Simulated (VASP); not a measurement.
# Be in VASP: notebook, part 2 of 2

VASP 6.6.1.

## Step 6: Single point, PBE

This run uses another cell than the first one: it holds 3 atoms, not 4.

File INCAR:

```
PREC     = Accurate       # precision mode
ENCUT    = 600            # plane-wave cutoff, eV
EDIFF    = 1E-6           # SCF threshold, eV
ISMEAR   = 0              # smearing method
SIGMA    = 0.1            # smearing width, eV
LREAL    = F              # projectors in reciprocal space
LASPH    = T              # aspherical terms in the spheres
NELM     = 120            # most SCF steps
ALGO     = Normal         # electronic algorithm
ISIF     = 2              # what is computed and relaxed
LWAVE    = F              # write WAVECAR
LCHARG   = F              # write CHGCAR
GGA      = PE             # functional
NBANDS   = 10             # bands
GGA_COMPAT= F
```

File KPOINTS:

```
Automatic mesh
0
Gamma
  6 6 8
```

File POSCAR:

```
Be
1.0
    3.7353299930      0.0000000000      0.0000000000
   -1.8676649965      3.2348906655      0.0000000000
    0.0000000000      0.0000000000      2.2899196914
Be
3
Direct
    0.0000000000      0.0000000000      0.0000000000
    0.3333333333      0.6666666667      0.5000000000
    0.6666666667      0.3333333333      0.5000000000
```

Potentials or basis: VASP PAW PBE potentials, release 64 (Be).

Launch:

```bash
$ cat potpaw_PBE.64/Be/POTCAR > POTCAR
$ mpirun -np 1 vasp_std > vasp.out
```

OUTCAR:

```text
PREC = Accurate
   ENCUT = 600
   EDIFF = 1E-6
   ISMEAR = 0
   LREAL = F
   LASPH = T
   NELM = 120
   ISIF = 2
   GGA = PE

 ion  position               nearest neighbor table
   1  0.000  0.000  0.000-
   2  0.333  0.667  0.500-   3 2.16   3 2.16   3 2.16
   3  0.667  0.333  0.500-   2 2.16   2 2.16   2 2.16

  LATTYP: Found a hexagonal cell.
 ALAT       =     3.7353299930
 C/A-ratio  =     0.6130434783

  Lattice vectors:

 A1 = (   3.7353299930,   0.0000000000,   0.0000000000)
 A2 = (  -1.8676649965,   3.2348906655,   0.0000000000)
 A3 = (   0.0000000000,   0.0000000000,   2.2899196914)

Analysis of symmetry for initial positions (statically):
=====================================================================
 Subroutine PRICEL returns:
 Original cell was already a primitive cell.

 Routine SETGRP: Setting up the symmetry group for a
 hexagonal supercell.

 Subroutine GETGRP returns: Found 24 space group operations
 (whereof 24 operations were pure point group operations)
 out of a pool of 24 trial point group operations.

The static configuration has the point symmetry D_6h.

[... 167 lines left out ...]
 fundamental gap:      0.0442517313
 Fermi energy:         6.1315467905

 k-point     1 :       0.0000    0.0000    0.0000
  band No.  band energies     occupation
      1      -4.6874      2.00000
      2       5.3319      2.00000
      3       5.3319      2.00000
      4       5.5314      2.00000
      5       5.5314      2.00000
      6      10.8739      0.00000
      7      11.0204      0.00000
      8      16.0186      0.00000
      9      23.5133      0.00000
     10      23.5907      0.00000
[... 287 lines left out ...]
 k-point    24 :       0.3333   -0.0000    0.3750
  band No.  band energies     occupation
      1      -0.4041      2.00000
      2       2.9114      2.00000
      3       5.6500      2.00000
      4       6.0685      1.62744
      5       8.6373      0.00000
      6      10.9833      0.00000
      7      12.4386      0.00000
      8      13.1670      0.00000
      9      16.3564      0.00000
     10      17.6889      0.00000

 [... further k-points ...]
[... 5 lines left out ...]
  --------------------------------------------------------------------------------------
  -------------------------------------------------------------------------------------
  Total       -2.4300494     -2.4300494     -1.5195066      0.0000000      0.0000000      0.0000000
  in kB     -140.7073701   -140.7073701    -87.9841283      0.0000000      0.0000000      0.0000000
  external PRESSURE =    -123.1329561 kB  Pullay stress =       0.0000000 kB

 VOLUME and BASIS-vectors are now :
 -----------------------------------------------------------------------------
  energy-cutoff  :      600.00
  volume of cell :       27.67
      direct lattice vectors                 reciprocal lattice vectors
     3.735329993  0.000000000  0.000000000     0.267713964  0.154564729  0.000000000
    -1.867664997  3.234890666  0.000000000     0.000000000  0.309129459  0.000000000
     0.000000000  0.000000000  2.289919691     0.000000000  0.000000000  0.436696537

 POSITION                                       TOTAL-FORCE (eV/Angst)
 -----------------------------------------------------------------------------------
      0.00000      0.00000      0.00000         0.000000      0.000000      0.000000
     -0.00000      2.15659      1.14496         0.000000     -0.000000     -0.000000
      1.86766      1.07830      1.14496        -0.000000     -0.000000      0.000000
 -----------------------------------------------------------------------------------
    total drift:                                0.000000     -0.000000     -0.000000

  FREE ENERGIE OF THE ION-ELECTRON SYSTEM (eV)
  ---------------------------------------------------
  free  energy   TOTEN  =       -10.5826035576 eV

  energy  without entropy=      -10.5780459714  energy(sigma->0) =      -10.58032476
```

stdout:

```text
POSCAR found type information on POSCAR Be
 POSCAR found :  1 types and       3 ions
 scaLAPACK will be used
 LDA part: xc-table for (Slater+PW92), standard interpolation
 POSCAR, INCAR and KPOINTS ok, starting setup
 FFT: planning ... GRIDC
 FFT: planning ... GRID_SOFT
 FFT: planning ... GRID
 WAVECAR not read
 entering main loop
```

It took 3.9 s on 1 thread of Intel Xeon 6975P-C (Granite Rapids), shared host; peak memory 0.13 GiB.

Results:

```yaml
Free_energy: -10.5826 eV
Pressure: -12.3 GPa
Band_gap_on_the_k_mesh: zero (band 3 reaches 9.79 eV, above the bottom of band 4 at 5.53 eV)
```

Stress tensor (GPa, compression positive):
```
-14.07   0.00   0.00
  0.00 -14.07   0.00
  0.00   0.00  -8.80
```

## Step 7: The runs side by side

```csv
cell,k mesh,cutoff (eV),gap on the mesh (eV),pressure (GPa),largest force (eV/Å)
"a = 3.701, b = 3.701, c = 3.973 Å, angles 90.0, 90.0, 120.0°, 4 atoms",9 × 9 × 4,520,none,0.1,-
"a = 3.545, b = 3.545, c = 8.173 Å, angles 90.0, 90.0, 120.0°, 8 atoms",9 × 9 × 2,520,none,0.0,0.02
"a = 3.568, b = 4.012, c = 6.180 Å, 8 atoms",6 × 6 × 4,520,none,0.2,0.06
"a = 3.568, b = 3.568, c = 4.012 Å, angles 90.0, 90.0, 120.0°, 4 atoms",15 × 15 × 12,520,none,0.1,0.02
"a = 3.735, b = 3.735, c = 2.290 Å, angles 90.0, 90.0, 120.0°, 3 atoms",6 × 6 × 8,600,none,-12.3,-
```

Alike in all rows: task single point; level PBE; potentials or basis VASP PAW PBE potentials, release 64 (Be); no spin polarisation; smearing gaussian 0.1 eV.

Caveats: some runs use coarse meshes.

Absolute energies hang on the potentials; compare differences alone.
